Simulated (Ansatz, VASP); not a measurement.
**One calculation of BeS, two programs**

File POSCAR:

```
BeS
1.0
    0.0000000000      2.3172971969      2.3172971969
    2.3172971969      0.0000000000      2.3172971969
    2.3172971969      2.3172971969      0.0000000000
Be S
1 1
Direct
    0.0000000000      0.0000000000      0.0000000000
    0.5000000000      0.5000000000      0.5000000000
```

INCAR.step1

```
SYSTEM = BeS
PREC = Accurate
ENCUT = 520
EDIFF = 1E-5
ISMEAR = 0
SIGMA = 0.01
LREAL = .False.
LASPH = .True.
NELM = 100
ALGO = Normal
ISIF = 2
LWAVE = .True.
LCHARG = .False.
GGA = PE
NBANDS = 11
```

INCAR.step2

```
SYSTEM = BeS
PREC = Accurate
ENCUT = 520
EDIFF = 1E-6
ISMEAR = 0
SIGMA = 0.01
LREAL = .False.
LASPH = .True.
NELM = 100
ALGO = Normal
ISIF = 2
LWAVE = .False.
LCHARG = .False.
GGA = PE
LHFCALC = .True.
HFSCREEN = 0.2079
PRECFOCK = Normal
ISTART = 1
NBANDS = 11
```

Contents of KPOINTS:

```
Automatic mesh
0
Gamma
  6 6 6
  0 0 0
```

Input for Ansatz:

```yaml
crystal:
  lattice:
    - [0.0, 2.3172971969, 2.3172971969]
    - [2.3172971969, 0.0, 2.3172971969]
    - [2.3172971969, 2.3172971969, 0.0]
  atoms:
    - { symbol: Be, position: [0.0, 0.0, 0.0] }
    - { symbol: S, position: [0.5, 0.5, 0.5] }
kpoints:
  mp_grid: { grid: [6, 6, 6] }
  band_path:
    path:
      - [0.0, 0.0, 0.0]
      - [0.5, 0.0, 0.5]
      - [0.625, 0.25, 0.625]
      - [0.375, 0.375, 0.75]
      - [0.5, 0.5, 0.5]
      - [0.5, 0.25, 0.75]
      - [0.0, 0.148438, -0.151042]
      - [0.0, 0.5, 0.5]
    npoints: 1
hamiltonian:
  xc: hse06
scf:
  occupations: { method: fixed }
  n_extra_bands: 4
output:
  forces: true
  stress: true
  eigenvalues: true
```

Alike in both runs: task single point; functional HSE06; k mesh 6 × 6 × 6; no spin polarisation.

|  | VASP | Ansatz |
| --- | --- | --- |
| version | VASP 6.6.1 | Ansatz 0.2.0 |
| potentials or method | VASP PAW PBE potentials, release 64 (Be, S) | plane waves, PAW |
| plane-wave cutoff (eV) | 520 | 420 |
| occupations | gaussian, width 0.01 eV | fixed |
| valence electrons in the cell | 8 | 8 |

Ansatz gave:

| Property | Result |
| --- | --- |
| gap on the k mesh at the Fermi level (eV) | 1.75 |
| pressure (GPa) | -1.7 |

**Question.** Estimate VASP's values.

**Answer.** gap on the k mesh at the Fermi level (eV): 1.74; pressure (GPa): -2.0.

Ansatz's warnings: stress exchange threshold loose, stress scf threshold loose.
